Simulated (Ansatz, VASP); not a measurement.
MnS: VASP beside Ansatz

```
CELL_PARAMETERS angstrom
0.00000 2.91334 2.91334
2.91334 0.00000 2.91334
2.91334 2.91334 0.00000
ATOMIC_POSITIONS crystal
Mn 0.00000 0.00000 0.00000
S 0.75000 0.75000 0.75000
```

Alike in both runs: task single point; functional PBE; k mesh 14 × 14 × 14; occupations gaussian, width 0.1 eV; collinear spin.

|  | VASP | Ansatz |
| --- | --- | --- |
| version | VASP 6.6.1 | Ansatz 0.2.0 |
| potentials or method | VASP PAW PBE potentials, release 64 (Mn_pv, S), cutoff 520 eV | scalar-relativistic, plane waves, PAW |
| valence electrons in the cell | 19 | 21 |

Ansatz gave:

| Quantity | Value |
| --- | --- |
| gap on the k mesh at the Fermi level (eV) | 0.41 |
| least direct gap on the mesh (eV) | 0.65 |
| pressure (GPa) | -4.6 |
| net moment per atom (μB) | 2.50 |
| size of the moment on the site where the two differ most (μB) | 4.32 |

**Question.** What did VASP give for the same quantities?

**Answer.** gap on the k mesh at the Fermi level (eV): 0.41; least direct gap on the mesh (eV): 0.68; pressure (GPa): -4.6; net moment per atom (μB): 2.50; size of the moment on the site where the two differ most (μB): 4.42.

Site moments also hang on the region over which each program counts them. With one functional, cell and mesh, what is left measures potentials, basis and numerics. VASP's potentials hold 19 valence electrons a cell and Ansatz's 21, so a difference there can come from the potentials and not from the codes.
